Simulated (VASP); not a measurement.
# PbF2 (R-3m) in VASP: a series of runs

The runs below take PbF2 through single point, with LDA.

Program: VASP 6.6.1. These are calculated values, not measurements. Logs are shortened: lines on timing, memory, paths and dates and some standing lists are left out, and cuts for length are marked.

## Step 1: The cell of the first run

The structure is trigonal, space group R-3m (No. 166). Conventional cell: a = 4.221 Å, b = 4.221 Å, c = 10.185 Å, α = 90.00°, β = 90.00°, γ = 120.00°. Pb (site symmetry -3m) has 8 F at 2.55 to 2.58 Å within 3.4 Å. Within 3.4 Å of F (site symmetry 3m) lie 4 Pb at 2.55 to 2.58 Å and 6 F at 2.97 Å.

## Step 2: Single point, LDA (equal xy, yz and zx shear strains of -1 %)

The input, INCAR:

```
PREC     = Accurate       # precision mode
ENCUT    = 520            # plane-wave cutoff, eV
EDIFF    = 1E-6           # SCF threshold, eV
ISMEAR   = -1             # smearing method
SIGMA    = 0.03           # smearing width, eV
LREAL    = False          # projectors in reciprocal space
LASPH    = True           # aspherical terms in the spheres
NELM     = 60             # most SCF steps
ALGO     = Normal         # electronic algorithm
ISIF     = 2              # what is computed and relaxed
LWAVE    = False          # write WAVECAR
LCHARG   = False          # write CHGCAR
NBANDS   = 21             # bands
```

The input, KPOINTS:

```
regular mesh
0
Gamma
  7 7 7
```

The input, POSCAR:

```
PbF2
1.0
   -0.0296985000      2.9550007500      2.9550007500
    2.9550007500     -0.0296985000      2.9550007500
    2.9550007500      2.9550007500     -0.0296985000
Pb F
1 2
Direct
    0.0000000000      0.0000000000      0.0000000000
    0.2500000000      0.2500000000      0.2500000000
    0.7500000000      0.7500000000      0.7500000000
```

Potentials or basis: VASP PAW LDA potentials, release 64 (Pb_d, F).

On the command line:

```
cat potpaw_LDA.64/Pb_d/POTCAR potpaw_LDA.64/F/POTCAR > POTCAR
mpirun -np 1 vasp_std > vasp.out
```

OUTCAR:

```text
PREC = Accurate
   ENCUT = 520
   EDIFF = 1E-6
   ISMEAR = -1
   LREAL = False
   LASPH = True
   NELM = 60
   ISIF = 2

 ion  position               nearest neighbor table
   1  0.000  0.000  0.000-   2 2.55   3 2.55   3 2.58   3 2.58   3 2.58   2 2.58   2 2.58   2 2.58

   2  0.250  0.250  0.250-   1 2.55   1 2.58   1 2.58   1 2.58
   3  0.750  0.750  0.750-   1 2.55   1 2.58   1 2.58   1 2.58

  LATTYP: Found a trigonal (rhomboedric) cell.
 ALAT       =     4.1791076638
 COS(alpha) =     0.4899250057

  Lattice vectors:

 A1 = (  -0.0296985000,   2.9550007500,   2.9550007500)
 A2 = (   2.9550007500,  -0.0296985000,   2.9550007500)
 A3 = (   2.9550007500,   2.9550007500,  -0.0296985000)

Analysis of symmetry for initial positions (statically):
=====================================================================
 Subroutine PRICEL returns:
 Original cell was already a primitive cell.

 Routine SETGRP: Setting up the symmetry group for a
 trigonal (rhombohedral) supercell.

 Subroutine GETGRP returns: Found 12 space group operations
 (whereof 12 operations were pure point group operations)
 out of a pool of 12 trial point group operations.

The static configuration has the point symmetry D_3d.

Analysis of symmetry for dynamics (positions and initial velocities):
=====================================================================
 Subroutine PRICEL returns:
 Original cell was already a primitive cell.

 Routine SETGRP: Setting up the symmetry group for a
 trigonal (rhombohedral) supercell.

 Subroutine GETGRP returns: Found 12 space group operations
 (whereof 12 operations were pure point group operations)
 out of a pool of 12 trial point group operations.

The dynamic configuration has the point symmetry D_3d.

 Subroutine INISYM returns: Found 12 space group operations
 (whereof 12 operations are pure point group operations),
 and found     1 'primitive' translations

----------------------------------------------------------------------------------------

                                     Primitive cell

  volume of cell :      52.3843

  direct lattice vectors                    reciprocal lattice vectors
    -0.029698500  2.955000750  2.955000750    -0.166675000  0.168367132  0.168367132
[... 83 lines left out ...]
   LNONCOLLINEAR =      F non collinear calculations
   LSORBIT =      F    spin-orbit coupling
   LASPH  =      T    aspherical Exc in radial PAW
   ENCUT  =  520.0 eV  38.22 Ry    6.18 a.u.   7.77  7.77  7.77*2*pi/ulx,y,z
   NELM   =     60;   NELMIN=  2; NELMDL= -5     # of ELM steps
   EDIFF  = 0.1E-05   stopping-criterion for ELM
   LREAL  =      F    real-space projection
   EDIFFG = 0.1E-04   stopping-criterion for IOM
   NSW    =      0    number of steps for IOM
   IBRION =     -1    ionic relax: 0-MD 1-quasi-New 2-CG
   NFREE  =      0    steps in history (QN), initial steepest desc. (CG)
   ISIF   =      2    stress and relaxation
   ISYM   =      2    0-nonsym 1-usesym 2-fastsym
   POTIM  = 0.5000    time-step for ionic-motion
   TEBEG  =    0.0;   TEEND  =   0.0 temperature during run
   PSTRESS=    0.0 pullay stress
   NELECT =      28.0000    total number of electrons
   NUPDOWN=      -1.0000    fix difference up-down
   EMIN   =  10.00;   EMAX   =-10.00  energy-range for DOS
   EFERMI =   0.00;   METHOD = LEGACY
   ISMEAR =    -1;   SIGMA  =   0.03  broadening in eV -4-tet -1-fermi 0-gaus
   EFERMI_NEDOS =   21; number of points for ismear=-14 and -15
   IALGO  =     38    algorithm
   IMIX   =      4    mixing-type and parameters
     AMIX     =   0.40;   BMIX     =  1.00
     AMIX_MAG =   1.60;   BMIX_MAG =  1.00
  volume/ion in A,a.u.               =      17.46       117.84
  Fermi-wavevector in a.u.,A,eV,Ry     =   1.328599  2.510688 24.016664  1.765175
  Thomas-Fermi vector in A             =   2.457824
   LORBIT       =      0    0 simple, 1 ext, 2 COOP (PROOUT), +10 PAW based schemes
   GGA     = CA    functional components
   LHFCALC =     F    Hartree Fock is set to
   AEXX    =    0.0000 exact exchange contribution
   IVDW    =     0    specifies the selected vdW correction
   LEPSILON=     F    determine dielectric tensor
   LRPA    =     F    only Hartree local field effects (RPA)
 non-spin polarized calculation
  energy-cutoff  :      520.00
  volume of cell :       52.38
 maximum number of plane-waves:      1420
   NGX = 15   NGY = 15   NGZ = 15

 number of electron      28.0000011 magnetization

 Free energy of the ion-electron system (eV)
  ---------------------------------------------------
  ext. energy  EPLUGINS =         0.00000000
  ---------------------------------------------------
  free energy    TOTEN  =       -15.90521830 eV

  energy without entropy =      -15.90521830  energy(sigma->0) =      -15.90521830

 E-fermi :   2.1255     XC(G=0): -10.0341

 val. band max:        1.4271820205   @ k =  -0.2857   0.4286   0.2857
 cond. band min:       5.6775387594   @ k =   0.4286   0.4286  -0.0000
 fundamental gap:      4.2503567389
 Fermi energy:         2.1254537606

 k-point     1 :       0.0000    0.0000    0.0000
  band No.  band energies     occupation
      1     -19.2285      2.00000
      2     -18.5674      2.00000
      3     -12.9014      2.00000
      4     -12.9014      2.00000
      5     -12.8986      2.00000
      6     -12.8304      2.00000
[... 565 lines left out ...]
     20      16.9826      0.00000
     21      17.1302      0.00000

 [... further k-points ...]

------------------------ aborting loop because EDIFF is reached ----------------------------------------

  FORCE on cell =-STRESS in cart. coord.  units (eV):
  Direction    XX          YY          ZZ          XY          YZ          ZX
  --------------------------------------------------------------------------------------
  -------------------------------------------------------------------------------------
  Total       -1.6049063     -1.6049063     -1.6049063      0.0966803      0.0966803      0.0966803
  in kB      -49.0861998    -49.0861998    -49.0861998      2.9569764      2.9569764      2.9569764
  external PRESSURE =     -49.0861998 kB  Pullay stress =       0.0000000 kB

 VOLUME and BASIS-vectors are now :
 -----------------------------------------------------------------------------
  energy-cutoff  :      520.00
  volume of cell :       52.38
      direct lattice vectors                 reciprocal lattice vectors
    -0.029698500  2.955000750  2.955000750    -0.166675000  0.168367132  0.168367132
     2.955000750 -0.029698500  2.955000750     0.168367132 -0.166675000  0.168367132
     2.955000750  2.955000750 -0.029698500     0.168367132  0.168367132 -0.166675000

 POSITION                                       TOTAL-FORCE (eV/Angst)
 -----------------------------------------------------------------------------------
      0.00000      0.00000      0.00000         0.000000      0.000000     -0.000000
      1.47008      1.47008      1.47008         0.020679      0.020679      0.020679
      4.41023      4.41023      4.41023        -0.020679     -0.020679     -0.020679
 -----------------------------------------------------------------------------------
    total drift:                                0.000000     -0.000000      0.000000

  FREE ENERGIE OF THE ION-ELECTRON SYSTEM (eV)
  ---------------------------------------------------
  free  energy   TOTEN  =       -15.9052183014 eV

  energy  without entropy=      -15.9052183014  energy(sigma->0) =      -15.90521830
```

stdout:

```text
POSCAR found type information on POSCAR PbF
 POSCAR found :  2 types and       3 ions
 scaLAPACK will be used
 LDA part: xc-table for (Slater(with rela. corr.)+CA(PZ))
 , standard interpolation
 POSCAR, INCAR and KPOINTS ok, starting setup
 FFT: planning ... GRIDC
 FFT: planning ... GRID_SOFT
 FFT: planning ... GRID
 WAVECAR not read
 entering main loop
```

It took 32 s on 1 thread of Intel Xeon Platinum 8259CL at 2.50GHz (Skylake/Cascade Lake), shared host; peak memory 0.18 GiB.

Results:

- Free energy: -15.9052 eV
- Pressure: -4.9 GPa
- Largest force: 0.036 eV/Å
- Band gap on the k mesh: 4.25 eV (least direct gap 4.48 eV)

Forces on the atoms (eV/Å):
```
Pb   0.000  0.000  0.000
F    0.021  0.021  0.021
F   -0.021 -0.021 -0.021
```

Caveat: the cell differs from its parent crystal (equal xy, yz and zx shear strains of -1 %); the cell stands under tension; spin-orbit coupling is left out, which moves the levels of the heavy elements; an odd mesh through Γ misses points on the zone boundary, where band edges can lie.

## Step 3: Single point, LDA (equal xy, yz and zx shear strains of +1 %)

The input, INCAR:

```
ALGO = Normal ; EDIFF = 1E-6
ENCUT = 520 ; GGA = CA
ISIF = 2 ; ISMEAR = -1
LASPH = True ; LCHARG = True
LELF = True ; LREAL = False
LVHAR = True ; LWAVE = False
NBANDS = 21 ; NELM = 80
PREC = Accurate ; SIGMA = 0.03
```

The input, KPOINTS:

```
k-points
0
Gamma
  7 7 7
```

The input, POSCAR:

```
PbF2
1.0
    0.0296985000      2.9846992500      2.9846992500
    2.9846992500      0.0296985000      2.9846992500
    2.9846992500      2.9846992500      0.0296985000
Pb F
1 2
Direct
    0.0000000000      0.0000000000      0.0000000000
    0.2500000000      0.2500000000      0.2500000000
    0.7500000000      0.7500000000      0.7500000000
```

Potentials or basis: VASP PAW LDA potentials, release 64 (Pb_d, F).

On the command line:

```
cat potpaw_LDA.64/Pb_d/POTCAR potpaw_LDA.64/F/POTCAR > POTCAR
mpirun -np 1 vasp_std > vasp.out
```

Wall time 31 s (1 thread of Intel Xeon Platinum 8259CL at 2.50GHz (Skylake/Cascade Lake), shared host); peak memory 0.17 GiB.

Results (log left out):

```
Free energy            : -15.9053 eV
Pressure               : -4.9 GPa
Largest force          : 0.030 eV/Å
Band gap on the k mesh : 4.25 eV (least direct gap 4.48 eV)
```

Forces in eV/Å, atoms in the order of the input:
```
Pb   0.000  0.000  0.000
F   -0.017 -0.017 -0.017
F    0.017  0.017  0.017
```

Stress tensor (GPa, compression positive):
```
-4.91 -0.27 -0.27
-0.27 -4.91 -0.27
-0.27 -0.27 -4.91
```

Levels at points of the mesh, in eV from the valence-band top:
| k point | band 10 | band 11 | band 12 | band 13 | band 14 | band 15 | band 16 | band 17 | band 18 | band 19 |
| --- | --- | --- | --- | --- | --- | --- | --- | --- | --- | --- |
| (0.00, 0.00, 0.00) | -2.45 | -2.45 | -1.98 | -1.98 | -1.93 | 6.44 | 6.64 | 6.64 | 10.25 | 14.82 |

Caveat: the cell differs from its parent crystal (equal xy, yz and zx shear strains of +1 %); the cell stands under tension; spin-orbit coupling is left out, which moves the levels of the heavy elements; an odd mesh through Γ misses points on the zone boundary, where band edges can lie.
